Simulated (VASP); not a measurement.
# CdS (rocksalt type) (Fm-3m) in VASP: notebook

Runs on CdS (rocksalt type). Level: PBE. Tasks: relaxation of cell and atoms.

All numbers are computed with VASP 6.6.1; they aren't measurements. Logs are shortened: lines on timing, memory, paths and dates and some standing lists are left out, and cuts for length are marked.

### Step 1. The cell of the first run

It takes space group Fm-3m (No. 225, cubic). The conventional cell has a = 4.879 Å, b = 4.879 Å, c = 4.879 Å, α = 90.00°, β = 90.00°, γ = 90.00°. Cd (site symmetry m-3m) has 6 S at 2.44 Å within 3.2 Å. Within 3.2 Å of S (site symmetry m-3m) lie 6 Cd at 2.44 Å.

### Step 2. Relaxation of cell and atoms, PBE, target pressure 59 GPa, at which the enthalpy is minimised

INCAR

```
ALGO = Normal
EDIFF = 1E-6
EDIFFG = -0.005
ENCUT = 600
GGA = PE
IBRION = 2
ISIF = 3
ISMEAR = -1
LASPH = T
LCHARG = F
LREAL = F
LWAVE = F
NELM = 60
NSW = 60
PREC = Accurate
PSTRESS = 590.0
SIGMA = 0.08
```

KPOINTS

```
k-points
0
Gamma
  15 15 15
```

POSCAR

```
CdS
1.0
    0.0000000000      2.4394079289      2.4394079289
    2.4394079289      0.0000000000      2.4394079289
    2.4394079289      2.4394079289      0.0000000000
Cd S
1 1
Direct
    0.0000000000      0.0000000000      0.0000000000
    0.5000000000      0.5000000000      0.5000000000
```

Potentials or basis: VASP PAW PBE potentials, release 64 (Cd, S).

Run with:

```sh
$ cat potpaw_PBE.64/Cd/POTCAR potpaw_PBE.64/S/POTCAR > POTCAR
$ mpirun -np 1 vasp_std > vasp.out
```

OUTCAR:

```text
EDIFF = 1E-6
   EDIFFG = -0.005
   ENCUT = 600
   GGA = PE
   IBRION = 2
   ISIF = 3
   ISMEAR = -1
   LASPH = T
   LREAL = F
   NELM = 60
   NSW = 60
   PREC = Accurate
   PSTRESS = 590.0

 ion  position               nearest neighbor table
   1  0.000  0.000  0.000-   2 2.44   2 2.44   2 2.44   2 2.44   2 2.44   2 2.44
   2  0.500  0.500  0.500-   1 2.44   1 2.44   1 2.44   1 2.44   1 2.44   1 2.44

  LATTYP: Found a face centered cubic cell.
 ALAT       =     4.8788158578

  Lattice vectors:

 A1 = (   0.0000000000,   2.4394079289,   2.4394079289)
 A2 = (   2.4394079289,   0.0000000000,   2.4394079289)
 A3 = (   2.4394079289,   2.4394079289,   0.0000000000)

Analysis of symmetry for initial positions (statically):
=====================================================================
 Subroutine PRICEL returns:
 Original cell was already a primitive cell.

 Routine SETGRP: Setting up the symmetry group for a
 face centered cubic supercell.

 Subroutine GETGRP returns: Found 48 space group operations
 (whereof 48 operations were pure point group operations)
 out of a pool of 48 trial point group operations.

The static configuration has the point symmetry O_h .

Analysis of symmetry for dynamics (positions and initial velocities):
=====================================================================
 Subroutine PRICEL returns:
 Original cell was already a primitive cell.

 Routine SETGRP: Setting up the symmetry group for a
 face centered cubic supercell.

 Subroutine GETGRP returns: Found 48 space group operations
 (whereof 48 operations were pure point group operations)
 out of a pool of 48 trial point group operations.

The dynamic configuration has the point symmetry O_h .

 Subroutine INISYM returns: Found 48 space group operations
 (whereof 48 operations are pure point group operations),
 and found     1 'primitive' translations

----------------------------------------------------------------------------------------

                                     Primitive cell

  volume of cell :      29.0324

  direct lattice vectors                    reciprocal lattice vectors
     0.000000000  2.439407929  2.439407929    -0.204967769  0.204967769  0.204967769
     2.439407929  0.000000000  2.439407929     0.204967769 -0.204967769  0.204967769
     2.439407929  2.439407929  0.000000000     0.204967769  0.204967769 -0.204967769

  length of vectors
     3.449843777  3.449843777  3.449843777     0.355014589  0.355014589  0.355014589

  position of ions in fractional coordinates (direct lattice)
     0.000000000  0.000000000  0.000000000
     0.500000000  0.500000000  0.500000000

  ion indices of the primitive-cell ions
   primitive index   ion index
                 1           1
                 2           2

----------------------------------------------------------------------------------------

 KPOINTS: k-points

Automatic generation of k-mesh.
 Grid dimensions read from file:
 generate k-points for:   15   15   15

 Generating k-lattice:

  Cartesian coordinates                     Fractional coordinates (reciprocal lattice)
    -0.013664518  0.013664518  0.013664518     0.066666667  0.000000000  0.000000000
     0.013664518 -0.013664518  0.013664518     0.000000000  0.066666667  0.000000000
     0.013664518  0.013664518 -0.013664518     0.000000000  0.000000000  0.066666667

  Length of vectors
     0.023667639  0.023667639  0.023667639

  Shift w.r.t. Gamma in fractional coordinates (k-lattice)
     0.000000000  0.000000000  0.000000000

 Subroutine IBZKPT returns following result:
 ===========================================

 Found    120 irreducible k-points:

 Following reciprocal coordinates:
            Coordinates               Weight
  0.000000  0.000000  0.000000      1.000000
  0.066667  0.000000  0.000000      8.000000
  0.133333  0.000000  0.000000      8.000000
  0.200000  0.000000  0.000000      8.000000
  0.266667  0.000000  0.000000      8.000000
  0.333333  0.000000  0.000000      8.000000
[... 16 lines left out ...]
  0.133333  0.133333  0.000000      6.000000
  0.200000  0.133333  0.000000     24.000000
 [... further k-points ...]
   k-points           NKPTS =    120   k-points in BZ     NKDIM =    120   number of bands    NBANDS=     13
   number of dos      NEDOS =    301   number of ions     NIONS =      2
   total plane-waves  NPLWV =  21952
   dimension x,y,z NGX =    28 NGY =   28 NGZ =   28
   dimension x,y,z NGXF=    56 NGYF=   56 NGZF=   56
   ions per type =               1   1
   NGX,Y,Z   is equivalent  to a cutoff of  13.49, 13.49, 13.49 a.u.
   NGXF,Y,Z  is equivalent  to a cutoff of  26.99, 26.99, 26.99 a.u.
 SYSTEM =  unknown system
   PREC   = accura    normal or accurate (medium, high low for compatibility)
   ISTART =      0    job   : 0-new  1-cont  2-samecut
   ICHARG =      2    charge: 1-file 2-atom 10-const
   ISPIN  =      1    spin polarized calculation?
   LNONCOLLINEAR =      F non collinear calculations
   LSORBIT =      F    spin-orbit coupling
   LASPH  =      T    aspherical Exc in radial PAW
   ENCUT  =  600.0 eV  44.10 Ry    6.64 a.u.   6.89  6.89  6.89*2*pi/ulx,y,z
   NELM   =     60;   NELMIN=  2; NELMDL= -5     # of ELM steps
   EDIFF  = 0.1E-05   stopping-criterion for ELM
   LREAL  =      F    real-space projection
   EDIFFG = -.5E-02   stopping-criterion for IOM
   NSW    =     60    number of steps for IOM
   IBRION =      2    ionic relax: 0-MD 1-quasi-New 2-CG
   NFREE  =      1    steps in history (QN), initial steepest desc. (CG)
   ISIF   =      3    stress and relaxation
   ISYM   =      2    0-nonsym 1-usesym 2-fastsym
   POTIM  = 0.5000    time-step for ionic-motion
   TEBEG  =    0.0;   TEEND  =   0.0 temperature during run
   PSTRESS=  590.0 pullay stress
   NELECT =      18.0000    total number of electrons
   NUPDOWN=      -1.0000    fix difference up-down
   EMIN   =  10.00;   EMAX   =-10.00  energy-range for DOS
   EFERMI =   0.00;   METHOD = LEGACY
   ISMEAR =    -1;   SIGMA  =   0.08  broadening in eV -4-tet -1-fermi 0-gaus
   EFERMI_NEDOS =   21; number of points for ismear=-14 and -15
   IALGO  =     38    algorithm
   IMIX   =      4    mixing-type and parameters
     AMIX     =   0.40;   BMIX     =  1.00
     AMIX_MAG =   1.60;   BMIX_MAG =  1.00
  volume/ion in A,a.u.               =      14.52        97.96
  Fermi-wavevector in a.u.,A,eV,Ry     =   1.395954  2.637971 26.513520  1.948689
  Thomas-Fermi vector in A             =   2.519356
   LORBIT       =      0    0 simple, 1 ext, 2 COOP (PROOUT), +10 PAW based schemes
   GGA     = PE    functional components
   LHFCALC =     F    Hartree Fock is set to
   AEXX    =    0.0000 exact exchange contribution
   IVDW    =     0    specifies the selected vdW correction
   LEPSILON=     F    determine dielectric tensor
   LRPA    =     F    only Hartree local field effects (RPA)
 conjugate gradient relaxation of ions
 non-spin polarized calculation
  energy-cutoff  :      600.00
  volume of cell :       29.03
 maximum number of plane-waves:       983
   NGX = 13   NGY = 13   NGZ = 13

--------------------------------------- Ionic step        1  -------------------------------------------

 number of electron      18.0000001 magnetization

 Free energy of the ion-electron system (eV)
  ---------------------------------------------------
  ext. energy  EPLUGINS =         0.00000000
  ---------------------------------------------------
  free energy    TOTEN  =        -4.15752226 eV

  energy without entropy =       -4.15531173  energy(sigma->0) =       -4.15641699

------------------------ aborting loop because EDIFF is reached ----------------------------------------

  FORCE on cell =-STRESS in cart. coord.  units (eV):
  Direction    XX          YY          ZZ          XY          YZ          ZX
  --------------------------------------------------------------------------------------
  -------------------------------------------------------------------------------------
  Total       11.0895391     11.0895391     11.0895391      0.0000000     -0.0000000      0.0000000
  in kB      611.9850156    611.9850156    611.9850156      0.0000000     -0.0000000      0.0000000
  external PRESSURE =      21.9850156 kB  Pullay stress =     590.0000000 kB

 VOLUME and BASIS-vectors are now :
 -----------------------------------------------------------------------------
  energy-cutoff  :      600.00
  volume of cell :       29.03
      direct lattice vectors                 reciprocal lattice vectors
     0.000000000  2.439407929  2.439407929    -0.204967769  0.204967769  0.204967769
     2.439407929  0.000000000  2.439407929     0.204967769 -0.204967769  0.204967769
     2.439407929  2.439407929  0.000000000     0.204967769  0.204967769 -0.204967769
[... 46 lines left out ...]
  FREE ENERGIE OF THE ION-ELECTRON SYSTEM (eV)
  ---------------------------------------------------
  free  energy   TOTEN  =        -4.4571109389 eV

  energy  without entropy=       -4.4550530699  energy(sigma->0) =       -4.45608200

  enthalpy is  TOTEN    =         6.5452275104 eV   P V=       11.0023384493

--------------------------------------- Ionic step        3  -------------------------------------------

 number of electron      18.0000002 magnetization

 Free energy of the ion-electron system (eV)
  ---------------------------------------------------
  ext. energy  EPLUGINS =         0.00000000
  ---------------------------------------------------
  free energy    TOTEN  =        -4.23504306 eV

  energy without entropy =       -4.23287390  energy(sigma->0) =       -4.23395848

 E-fermi :   7.2682     XC(G=0): -12.1666

 val. band max:        7.1461806648   @ k =   0.4667   0.4667   0.0000
 cond. band min:       7.3816318675   @ k =  -0.4667   0.4667   0.0000
 fundamental gap:      0.2354512027
 Fermi energy:         7.2682283282

 k-point     1 :       0.0000    0.0000    0.0000
  band No.  band energies     occupation
      1      -8.8936      2.00000
      2      -1.9402      2.00000
      3      -1.9402      2.00000
      4      -1.9402      2.00000
      5      -1.9397      2.00000
      6      -1.9397      2.00000
      7       5.3200      2.00000
      8       5.3200      2.00000
      9       5.3200      2.00000
     10       9.8579      0.00000
     11      16.1778      0.00000
     12      16.1778      0.00000
     13      16.1778      0.00000

 k-point     2 :       0.0667    0.0000    0.0000
  band No.  band energies     occupation
      1      -8.8278      2.00000
      2      -1.9778      2.00000
      3      -1.9778      2.00000
      4      -1.9567      2.00000
      5      -1.9187      2.00000
      6      -1.9187      2.00000
      7       4.9342      2.00000
      8       5.3906      2.00000
      9       5.3906      2.00000
     10      10.2275      0.00000
     11      15.5643      0.00000
[... 339 lines left out ...]
 k-point    24 :       0.2000    0.1333    0.0000
  band No.  band energies     occupation
      1      -8.3478      2.00000
      2      -2.3821      2.00000
      3      -2.0604      2.00000
      4      -1.9669      2.00000
      5      -1.8233      2.00000
      6      -1.7669      2.00000
      7       3.9163      2.00000
      8       4.9960      2.00000
      9       5.3597      2.00000
     10      12.1554      0.00000
     11      14.0783      0.00000
     12      14.3462      0.00000
     13      15.9983      0.00000

 [... further k-points ...]

------------------------ aborting loop because EDIFF is reached ----------------------------------------

  FORCE on cell =-STRESS in cart. coord.  units (eV):
  Direction    XX          YY          ZZ          XY          YZ          ZX
  --------------------------------------------------------------------------------------
  -------------------------------------------------------------------------------------
  Total       10.7640189     10.7640189     10.7640189     -0.0000000      0.0000000      0.0000000
  in kB      589.8189458    589.8189458    589.8189458     -0.0000000      0.0000000      0.0000000
  external PRESSURE =      -0.1810542 kB  Pullay stress =     590.0000000 kB

 VOLUME and BASIS-vectors are now :
 -----------------------------------------------------------------------------
  energy-cutoff  :      600.00
  volume of cell :       29.24
      direct lattice vectors                 reciprocal lattice vectors
    -0.000000000  2.445187159  2.445187159    -0.204483325  0.204483325  0.204483325
     2.445187159 -0.000000000  2.445187159     0.204483325 -0.204483325  0.204483325
     2.445187159  2.445187159  0.000000000     0.204483325  0.204483325 -0.204483325

 POSITION                                       TOTAL-FORCE (eV/Angst)
 -----------------------------------------------------------------------------------
      0.00000     -0.00000      0.00000         0.000000     -0.000000      0.000000
      2.44519      2.44519      2.44519        -0.000000      0.000000     -0.000000
 -----------------------------------------------------------------------------------
    total drift:                               -0.000000      0.000000      0.000000

  FREE ENERGIE OF THE ION-ELECTRON SYSTEM (eV)
  ---------------------------------------------------
  free  energy   TOTEN  =        -4.2350430627 eV

  energy  without entropy=       -4.2328738955  energy(sigma->0) =       -4.23395848

  enthalpy is  TOTEN    =         6.5322800071 eV   P V=       10.7673230699

 reached required accuracy - stopping structural energy minimisation
```

Run time: 58 s. Hardware: 1 thread of AMD EPYC 9R45 (Zen 5), shared host; peak memory 0.17 GiB.

Results:

```
Free energy                                                : -4.2350 eV
Relaxed volume                                             : 14.62 Å³/atom
Relaxed cell                                               : a = 3.458 Å, b = 3.458 Å, c = 3.458 Å, α = 60.00°, β = 60.00°, γ = 60.00°
Space group after relaxing (to 0.1 Å)                      : Fm-3m (No. 225)
Energy change on relaxing (the run minimises the enthalpy) : -38.8 meV/atom
Ionic steps                                                : 3
Pressure after relaxing                                    : 59.0 GPa
Band gap on the k mesh                                     : 0.06 eV (least direct gap 2.88 eV)
```

Step by step:
```csv
step,energy change (eV),largest force (eV/Å),pressure (GPa),volume (Å³)
1,0.0000,0.0000,61.20,29.03
2,-0.2996,0.0000,52.61,29.88
3,-0.0775,0.0000,58.98,29.24
```

Final structure:
```
CELL_PARAMETERS angstrom
0.00000 2.44519 2.44519
2.44519 0.00000 2.44519
2.44519 2.44519 0.00000
ATOMIC_POSITIONS crystal
Cd 0.00000 0.00000 0.00000
S 0.50000 0.50000 0.50000
```

Caveat: the cell is relaxed towards a set pressure, so the run minimises the enthalpy, not the energy; the smearing spreads over this small gap; semilocal functionals underestimate gaps, and a narrow one can read as zero; an odd mesh through Γ misses points on the zone boundary, where band edges can lie.

### Step 3. Relaxation of cell and atoms, PBE, target pressure 59 GPa, at which the enthalpy is minimised

INCAR

```
PREC = Accurate
ENCUT = 600
EDIFF = 1E-6
ISMEAR = -1
SIGMA = 0.08
LREAL = F
LASPH = T
NELM = 60
ALGO = Normal
ISIF = 3
LWAVE = F
LCHARG = F
GGA = PE
IBRION = 2
NSW = 32
EDIFFG = -0.005
PSTRESS = 590.0
```

KPOINTS

```
regular mesh
0
Gamma
  15 15 15
```

POSCAR

```
CdS
1.0
    0.0000000000      2.4398490424      2.4398490424
    2.4398490424      0.0000000000      2.4398490424
    2.4398490424      2.4398490424      0.0000000000
Cd S
1 1
Direct
    0.0000000000      0.0000000000      0.0000000000
    0.5000000000      0.5000000000      0.5000000000
```

Potentials or basis: VASP PAW PBE potentials, release 64 (Cd, S).

Run with:

```sh
$ cat potpaw_PBE.64/Cd/POTCAR potpaw_PBE.64/S/POTCAR > POTCAR
$ mpirun -np 1 vasp_std > vasp.out
```

Run time: 52 s. Hardware: 1 thread of AMD EPYC 9R45 (Zen 5), shared host; peak memory 0.18 GiB.

It converged, with:

```yaml
Free_energy: -4.2349 eV
Relaxed_volume: 14.62 Å³/atom
Relaxed_cell: a = 3.458 Å, b = 3.458 Å, c = 3.458 Å, α = 60.00°, β = 60.00°, γ = 60.00°
Space_group_after_relaxing_to_0.1_Å: Fm-3m (No. 225)
Energy_change_on_relaxing_the_run_minimises_the_enthalpy: -35.7 meV/atom
Ionic_steps: 3
Pressure_after_relaxing: 59.0 GPa
Band_gap_on_the_k_mesh: 0.06 eV (least direct gap 2.88 eV)
```

Step by step:
```
step  energy change (eV)  largest force (eV/Å)  pressure (GPa)  volume (Å³)
   1              0.0000                0.0000           61.03        29.05
   2             -0.2775                0.0000           53.08        29.83
   3             -0.0714                0.0000           58.98        29.24
```

Final structure:
```xyz
2
Lattice="0.0000 2.4452 2.4452 2.4452 0.0000 2.4452 2.4452 2.4452 0.0000" Properties=species:S:1:pos:R:3 pbc="T T T"
Cd    0.0000    0.0000    0.0000
S     2.4452    2.4452    2.4452
```

Levels at points of the mesh, in eV from the valence-band top:
```tsv
k point	band 6	band 7	band 8	band 9	band 10	band 11	band 12	band 13
(0.00, 0.00, 0.00)	-9.02	-1.76	-1.76	-1.76	2.77	9.09	9.09	9.09
```

Caveat: the cell is relaxed towards a set pressure, so the run minimises the enthalpy, not the energy; the smearing spreads over this small gap; semilocal functionals underestimate gaps, and a narrow one can read as zero; an odd mesh through Γ misses points on the zone boundary, where band edges can lie.

The gap in the log of VASP goes by the Fermi energy; the results here count the filled bands.